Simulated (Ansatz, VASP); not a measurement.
## NbRu: VASP beside Ansatz

```xyz
2
Lattice="3.2477 0.0000 0.0000 0.0000 3.2477 0.0000 0.0000 0.0000 3.1840" Properties=species:S:1:pos:R:3 pbc="T T T"
Nb    0.0000    0.0000    0.0000
Ru    1.6238    1.6238    1.5920
```

Change from the starting cell: equal xx and yy strain of +2 %, crystal datasets.

Alike in both runs: task electric field gradients; functional PBEsol; k mesh 11 × 11 × 11; occupations fermi-dirac, width 0.03 eV; no spin polarisation.

|  | VASP | Ansatz |
| --- | --- | --- |
| version | VASP 6.6.1 | Ansatz 0.2.0 |
| potentials or method | VASP PAW PBE potentials, release 64 (Nb_sv, Ru_pv), cutoff 520 eV | all-electron PAW with datasets made for the crystal, scalar-relativistic |

Ansatz gave:

```
pressure (GPa)                                                : -17.5
traceless stress, the component that is largest in VASP (GPa) : -0.41
size of Vzz on the site where it differs most (V/Å²)          : 8.4
```

Problem. Which values does VASP return?

Solution. Pressure (GPa): -17.7; traceless stress, the component that is largest in VASP (GPa): -0.42; size of Vzz on the site where it differs most (V/Å²): 9.5.

VASP's potentials were made for PBE, not for PBEsol. Ansatz ran all-electron here, and VASP with PAW potentials.
